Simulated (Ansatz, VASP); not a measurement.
# Zn: VASP beside Ansatz

```
Zn
1.0
     2.60948    0.00000    0.00000
    -1.30474    2.25987    0.00000
     0.00000    0.00000    4.80009
Zn
2
Direct
  0.33333 0.66667 0.25000
  0.66667 0.33333 0.75000
```

Alike in both runs: task single point; functional PBEsol; k mesh 23 × 23 × 11; occupations fermi-dirac, width 0.1 eV; no spin polarisation.

|  | VASP | Ansatz |
| --- | --- | --- |
| version | VASP 6.6.1 | Ansatz 0.2.0 |
| potentials or method | VASP PAW PBE potentials, release 64 (Zn), cutoff 520 eV | plane waves (420 eV) with PAW, scalar-relativistic |
| valence electrons in the cell | 24 | 24 |

Ansatz gave:

| Item | Value |
| --- | --- |
| pressure (GPa) | 0.1 |
| traceless stress, the component that is largest in VASP (GPa) | -0.16 |

Question: What did VASP give for the same quantities?

Answer: Pressure (GPa): 0.5; traceless stress, the component that is largest in VASP (GPa): -0.31.

VASP's potentials were made for PBE, not for PBEsol, and Ansatz warns of the same on its side. The functional is the same, so the differences come from potentials, cutoffs and numerics.
